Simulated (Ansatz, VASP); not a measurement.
**BP in VASP and in Ansatz**

File INCAR:

```
  PREC = Accurate
  ENCUT = 520
  EDIFF = 1E-6
  ISMEAR = 0
  SIGMA = 0.05
  LREAL = False
  LASPH = True
  NELM = 80
  ALGO = Normal
  ISIF = 2
  LWAVE = False
  LCHARG = False
  GGA = PS
  NBANDS = 11
```

The input KPOINTS:

```
Automatic mesh
0
Gamma
  8 8 8
```

Contents of POSCAR:

```
BP
1.0
    0.0000000000      2.2296044318      2.2296044318
    2.2296044318      0.0000000000      2.2296044318
    2.2296044318      2.2296044318      0.0000000000
B P
1 1
Direct
    0.0000000000      0.0000000000      0.0000000000
    0.7500000000      0.7500000000      0.7500000000
```

Input for Ansatz:

```yaml
crystal:
  lattice:
    - [0.0, 2.2296044318, 2.2296044318]
    - [2.2296044318, 0.0, 2.2296044318]
    - [2.2296044318, 2.2296044318, 0.0]
  atoms:
    - { symbol: B, position: [0.0, 0.0, 0.0] }
    - { symbol: P, position: [0.75, 0.75, 0.75] }
basis:
  ecutwfc: 420
  ecutrho_ratio: 4
kpoints:
  mp_grid: { grid: [8, 8, 8] }
hamiltonian:
  xc: pbesol
scf:
  occupations: { method: gaussian, width: 0.05 }
output:
  forces: true
  stress: true
  eigenvalues: true
```

Alike in both runs: task single point; functional PBEsol; k mesh 8 × 8 × 8; occupations gaussian, width 0.05 eV; no spin polarisation.

|  | VASP | Ansatz |
| --- | --- | --- |
| version | VASP 6.6.1 | Ansatz 0.2.0 |
| potentials or method | VASP PAW PBE potentials, release 64 (B, P), cutoff 520 eV | scalar-relativistic, plane waves, PAW |
| valence electrons in the cell | 8 | 8 |

Ansatz gave:

```
gap on the k mesh at the Fermi level (eV) : 1.11
least direct gap on the mesh (eV)         : 3.45
pressure (GPa)                            : 7.5
```

Q: Estimate VASP's values.

A: gap on the k mesh at the Fermi level (eV): 1.10; least direct gap on the mesh (eV): 3.44; pressure (GPa): 7.6.

VASP's potentials were made for PBE, not for PBEsol. With one functional, cell and mesh, what is left measures potentials, basis and numerics.
